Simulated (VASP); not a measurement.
Input of a VASP 6.6.1 run:

Contents of INCAR:

```
SYSTEM = Si
PREC = Accurate
ENCUT = 520
EDIFF = 1E-7
ISMEAR = -1
SIGMA = 0.05
LREAL = Auto
LASPH = .TRUE.
NELM = 100
ALGO = Normal
ISIF = 2
LWAVE = .FALSE.
LCHARG = .FALSE.
GGA = PE
NBANDS = 48
```

Contents of KPOINTS:

```
regular mesh
0
G
  2 2 2
  0 0 0
```

Contents of POSCAR:

```
Si
1.0
    0.0000000000      5.4300000000      5.4300000000
    5.4300000000      0.0000000000      5.4300000000
    5.4300000000      5.4300000000      0.0000000000
Si
17
Direct
    0.0345119705     -0.0851012891      0.0560405157
    0.1032044199      0.1390055249      0.1609392265
    0.0311233886     -0.0199815838      0.5352670350
    0.1741896869      0.0427532228      0.6527900552
   -0.1023664825      0.5106537753      0.0921270718
    0.1908103131      0.5214180479      0.1035727440
    0.0053499079      0.4503591160      0.4735635359
    0.1271915285      0.5875598527      0.6573756906
    0.4690607735     -0.0527071823      0.0793554328
    0.6656998158      0.0283701657      0.1547421731
    0.5404419890     -0.0135727440      0.5124677716
    0.6412615101      0.0253314917      0.7171362799
    0.5626058932      0.4286279926      0.0172467772
    0.4927348066      0.5953499079      0.2463259669
    0.4725138122      0.4278545120      0.6427532228
    0.6383793738      0.6076979742      0.6256353591
    0.9548987109      0.3222651934      0.8586372007
```

Potentials or basis: VASP PAW PBE potentials, release 64 (Si).

Command:

```bash
$ cat potpaw_PBE.64/Si/POTCAR > POTCAR
$ mpirun -np 1 vasp_std > vasp.out
```

(1) Predict the largest force.

(2) Estimate the pressure.

(3) What does it give for the band gap on the k mesh?

Answers

(1) 5.076 eV/Å.

(2) 2.1 GPa.

(3) zero (band 34 reaches 6.87 eV, above the bottom of band 35 at 6.66 eV).

Caveat: the k points lie up to 0.50 Å⁻¹ apart.
